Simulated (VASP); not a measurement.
# NiMoIrPdW: single point with PBE

NiMoIrPdW:

```
Ni Mo Pd Ir W
1.0
     4.20127    0.00000    0.00000
    -2.10063    3.63841    0.00000
     0.00000    0.00000    5.48757
Ni Mo Pd Ir W
1 1 1 1 1
Cartesian
  0.0000 0.0000 0.1219
  2.1007 1.2128 2.5241
  0.0000 2.4256 4.0938
  0.0000 2.4256 1.4071
  2.1007 1.2128 5.4867
```

```
Program                : VASP 6.6.1
Task                   : single point
Functional             : PBE
Potentials or basis    : VASP PAW PBE potentials, release 64 (Ni, Mo_sv, Pd, Ir, W_sv)
Cutoff                 : 520 eV
k mesh                 : 5 × 5 × 4
Occupations            : fermi-dirac, width 0.05 eV
Spin                   : collinear spin, ferromagnetic start
Starting moments       : [1.0, 1.0, 0.0, 0.6, 0.0] μB
Dipole correction      : no
Further INCAR settings : ALGO = Fast; EDIFF = 1e-06; NBANDS = 40
```

- Pressure: -7.9 GPa
- Largest force: 0.537 eV/Å
- Net moment: 0.00 μB per cell
- Valence electrons inside the program's atomic spheres: Ni 9.37; Mo 12.30; Pd 9.50; Ir 8.31; W 11.99

Forces on the atoms (eV/Å):
```
Ni   0.000  0.000  0.017
Mo   0.000  0.000 -0.537
Pd   0.000  0.000  0.013
Ir   0.000  0.000  0.090
W    0.000  0.000  0.417
```

Levels at points of the mesh, in eV from the Fermi level:
Spin up:
| k point | band 27 | band 28 | band 29 | band 30 | band 31 | band 32 |
| --- | --- | --- | --- | --- | --- | --- |
| (0.00, 0.00, 0.00) | -1.29 | -0.67 | 0.78 | 0.78 | 1.94 | 1.94 |
| (0.00, 0.00, 0.50) | -0.45 | -0.35 | 0.45 | 0.74 | 0.74 | 1.44 |
Spin down:
| k point | band 27 | band 28 | band 29 | band 30 | band 31 | band 32 |
| --- | --- | --- | --- | --- | --- | --- |
| (0.00, 0.00, 0.00) | -1.29 | -0.67 | 0.78 | 0.78 | 1.94 | 1.94 |
| (0.00, 0.00, 0.50) | -0.45 | -0.35 | 0.45 | 0.74 | 0.74 | 1.44 |

Wall time 3.8 min on 1 thread of Intel(R) Xeon(R) Platinum 8488C (Sapphire Rapids), on a shared host, peak memory 0.38 GiB.

Caveat: the cell stands under tension; the moments typed at the start vanished in this run; spin-orbit coupling is left out, which moves the levels of the heavy elements.
